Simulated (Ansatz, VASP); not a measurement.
Two plane-wave programs on Cd3Te

```xyz
4
Lattice="4.7555 0.0000 0.0000 0.0000 4.7555 0.0000 0.0000 0.0000 4.7555" Properties=species:S:1:pos:R:3 pbc="T T T"
Cd    2.3778    2.3778    0.0000
Cd    2.3778    0.0000    2.3778
Cd    0.0000    2.3778    2.3778
Te    0.0000    0.0000    0.0000
```

Change from the starting cell: species swapped into the YPd3 type (Pm-3m, No. 221).

Alike in both runs: task relaxation of cell and atoms; functional PBE; k mesh 10 × 10 × 10; occupations gaussian, width 0.1 eV; no spin polarisation.

|  | VASP | Ansatz |
| --- | --- | --- |
| version | VASP 6.6.1 | Ansatz 0.2.0 |
| potentials or method | VASP PAW PBE potentials, release 64 (Cd, Te), cutoff 600 eV | scalar-relativistic, plane waves, PAW |
| valence electrons in the cell | 42 | 76 |

```tsv
	VASP	Ansatz	Ansatz less VASP
gap on the k mesh at the Fermi level, each at its own relaxed structure (eV)	none	none	-
relaxed volume (Å³/atom)	25.90	25.84	-0.064
relaxed cell length with the largest relative difference (Å)	4.697	4.693	-0.0039
```

A gap of «none» marks a metal or a gap that the smearing closes. VASP's potentials hold 42 valence electrons a cell and Ansatz's 76, so a difference there can come from the potentials and not from the codes.

Neither program's run includes spin-orbit coupling.
